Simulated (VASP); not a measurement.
Wanted: the native input for a VASP 6.6.1 run.

```yaml
Task: single point
Functional: PBEsol
Potentials_or_basis: VASP PAW PBE potentials, release 64 (Al)
Cutoff: 520 eV
k_mesh: 20 × 20 × 20
Occupations: gaussian, width 0.15 eV
Spin: no spin polarisation
Dipole_correction: no
Further_INCAR_settings: ALGO = Normal; EDIFF = 1e-06; NBANDS = 8
```

The structure of Al lies in POSCAR:

```
Al
1.0
   -1.5514382228      1.5514382228      1.6707796245
    1.5514382228     -1.5514382228      1.6707796245
    1.5514382228      1.5514382228     -1.6707796245
Al
1
Direct
    0.0000000000      0.0000000000      0.0000000000
```

This cell differs from its parent crystal: strain -0.025 along x and y, +0.050 along z.

One way to write it, as run:

INCAR

```
SYSTEM = Al
  PREC = Accurate
  ENCUT = 520
  EDIFF = 1E-6
  ISMEAR = 0
  SIGMA = 0.15
  LREAL = .FALSE.
  LASPH = .TRUE.
  NELM = 60
  ALGO = Normal
  ISIF = 2
  LWAVE = .FALSE.
  LCHARG = .TRUE.
  GGA = PS
  LELF = .TRUE.
  LVHAR = .TRUE.
  NBANDS = 8
```

KPOINTS

```
Automatic mesh
0
G
  20 20 20
  0 0 0
```

Potentials or basis: VASP PAW PBE potentials, release 64 (Al).

Run with:

```bash
$ cat potpaw_PBE.64/Al/POTCAR > POTCAR
$ mpirun -np 1 vasp_std > vasp.out
```

It gave:

```yaml
Pressure: 2.3 GPa
```

Caveat: the cell differs from its parent crystal (strain -0.025 along x and y, +0.050 along z); the PAW data sets were made with another functional, which shifts forces and pressure a little.

It took 22 s on 1 thread of Intel(R) Xeon(R) 6975P-C (Granite Rapids), on a shared host, peak memory 0.19 GiB.
